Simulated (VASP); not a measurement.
Runs of VASP 6.6.1 on Ge. The structure is that of space group Fd-3m (No. 227), or close to it. The cells are those of the table. 

```csv
task,cell,cutoff (eV),gap on the mesh (eV),pressure (GPa)
single point,"a = 3.904 Å, angles 60.0°, 2 atoms",520,(b),(a)
single point,"a = 4.154 Å, angles 60.0°, 2 atoms",520,none,-3.0
single point,"a = 4.114 Å, angles 60.0°, 2 atoms",520,none,-1.6
single point,"a = 4.001 Å, angles 60.0°, 2 atoms",520,-,3.5
single point,"a = 4.074 Å, angles 60.0°, 2 atoms",520,none,0.0
single point,"a = 3.948 Å, angles 60.0°, 2 atoms",520,0.31,6.9
single point,"a = 3.991 Å, angles 60.0°, 2 atoms",520,(c),4.1
relaxation of cell and atoms,"relaxed from a = 4.001 Å, angles 60.0°, 2 atoms",600,none,0.0
```

Alike in all rows: level PBE; potentials or basis VASP PAW PBE potentials, release 64 (Ge_d); no spin polarisation; k mesh 14 × 14 × 14; smearing gaussian 0.1 eV.

Question: Estimate the missing entries.

Answer: (a) 10.2; (b) 0.42; (c) 0.10.

A k mesh can miss the band edges, and the runs leave out spin-orbit coupling on Ge.

A gap of «none» marks levels without a gap at the run's occupations.
